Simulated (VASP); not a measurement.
**Sb: single point with PBE**

Sb:

```
Sb
1.0
     0.00000    3.10236    3.10236
     3.10236    0.00000    3.10236
     3.10236    3.10236    0.00000
Sb
2
Direct
  0.87500 0.87500 0.87500
  0.12500 0.12500 0.12500
```

This cell differs from its parent crystal: volume scaled by 0.7.

```
Program                : VASP 6.6.1
Task                   : single point
Functional             : PBE
Potentials or basis    : VASP PAW PBE potentials, release 64 (Sb)
Cutoff                 : 500 eV
k mesh                 : 10 × 10 × 10
Occupations            : fermi-dirac, width 0.08 eV
Spin                   : no spin polarisation
Dipole correction      : no
Further INCAR settings : ALGO = Normal; EDIFF = 1e-06; NBANDS = 12
```

- Pressure: 23.0 GPa
- Band gap on the k mesh: zero (band 5 reaches 8.62 eV, above the bottom of band 6 at 6.64 eV)

Levels at points of the mesh, in eV from the Fermi level:
| k point | band 2 | band 3 | band 4 | band 5 | band 6 | band 7 | band 8 | band 9 |
| --- | --- | --- | --- | --- | --- | --- | --- | --- |
| (0.00, 0.00, 0.00) | -3.40 | -2.37 | -2.37 | -2.37 | 0.24 | 0.24 | 0.24 | 3.85 |
| (0.50, 0.00, 0.00) | -9.21 | -3.57 | -3.57 | -2.25 | 1.48 | 1.48 | 4.56 | 7.17 |
| (0.50, 0.50, 0.00) | -10.69 | -4.89 | -4.89 | -1.02 | -1.02 | 6.00 | 6.00 | 7.91 |

Wall time 17 s on 1 thread of Intel Xeon 6975P-C (shared host), peak memory 0.18 GiB.

Caveat: spin-orbit coupling is left out, which moves the levels of the heavy elements.
